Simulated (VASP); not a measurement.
SrO, 2 atoms in the cell. It takes space group Fm-3m (No. 225, cubic). The conventional cell has a = 5.160 Å, b = 5.160 Å, c = 5.160 Å, α = 90.00°, β = 90.00°, γ = 90.00°. Sr (site symmetry m-3m) has 6 O at 2.58 Å within 3.4 Å. O (site symmetry m-3m) has 6 Sr at 2.58 Å within 3.4 Å. 

```yaml
Program: VASP 6.6.1
Task: single point
Functional: r2SCANh
Potentials_or_basis: VASP PAW PBE potentials, release 64 (Sr_sv, O)
Cutoff: 520 eV
k_mesh: 6 × 6 × 6
Occupations: gaussian, width 0.01 eV
Spin: no spin polarisation
Dipole_correction: no
Grid_for_exact_exchange_PRECFOCK: Normal
Further_INCAR_settings: ALGO = Normal; EDIFF = 1e-06; NBANDS = 15
```

Potentials or basis: VASP PAW PBE potentials, release 64 (Sr_sv, O).

Command:

```bash
$ cat potpaw_PBE.64/Sr_sv/POTCAR potpaw_PBE.64/O/POTCAR > POTCAR
$ cp INCAR.step1 INCAR
$ mpirun -np 1 vasp_std > vasp.out
$ cp INCAR.step2 INCAR
$ mpirun -np 1 vasp_std > vasp.out
```

Hardware: 1 thread of Intel(R) Xeon(R) 6975P-C (Granite Rapids) (shared host).

Task: Estimate the wall time of this run.

Result: Wall time 17 min on 1 thread of Intel(R) Xeon(R) 6975P-C (Granite Rapids), with other jobs on the host, peak memory 0.18 GiB. Counts: k points 16.
